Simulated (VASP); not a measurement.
Wanted: the native input for a VASP 6.6.1 run.

| Item | Value |
| --- | --- |
| Task | single point |
| Functional | PBEsol |
| Potentials or basis | VASP PAW PBE potentials, release 64 (W_sv, C) |
| Cutoff | 520 eV |
| k mesh | 7 × 7 × 7 |
| Occupations | methfessel-paxton, width 0.1 eV |
| Spin | no spin polarisation |
| Dipole correction | no |
| Further INCAR settings | ALGO = Normal; EDIFF = 1e-06; NBANDS = 26 |

The structure of WC lies in POSCAR:

```
WC
1.0
    0.0000000000      2.1926840000      2.1926840000
    2.1926840000      0.0000000000      2.1926840000
    7.2721193459      7.2721193459     -2.8867513459
W C
2 2
Direct
    0.0000000000      0.0000000000      0.0000000000
    0.1656102918      0.1656102918      0.2515845624
    0.5828051459      0.5828051459      0.1257922812
    0.7484154376      0.7484154376      0.3773768435
```

The input as run:

INCAR

```
PREC = Accurate ; ENCUT = 520
EDIFF = 1E-6 ; ISMEAR = 1
SIGMA = 0.1 ; LREAL = F
LASPH = T ; NELM = 80
ALGO = Normal ; ISIF = 2
LWAVE = F ; LCHARG = F
GGA = PS ; NBANDS = 26
```

KPOINTS

```
Automatic mesh
0
Gamma
  7 7 7
```

Potentials or basis: VASP PAW PBE potentials, release 64 (W_sv, C).

Run with:

```console
$ cat potpaw_PBE.64/W_sv/POTCAR potpaw_PBE.64/C/POTCAR > POTCAR
$ mpirun -np 1 vasp_std > vasp.out
```

Results of the run:

The largest force is 3.418 eV/Å and the band gap on the k mesh is zero (band 18 reaches 2.84 eV, above the bottom of band 19 at 2.57 eV).

Caveat: the PAW data sets were made with another functional, which shifts forces and pressure a little; spin-orbit coupling is left out, which moves the levels of the heavy elements.

Wall time 59 s on 1 thread of Intel(R) Xeon(R) 6975P-C (Granite Rapids) (shared host), peak memory 0.24 GiB.
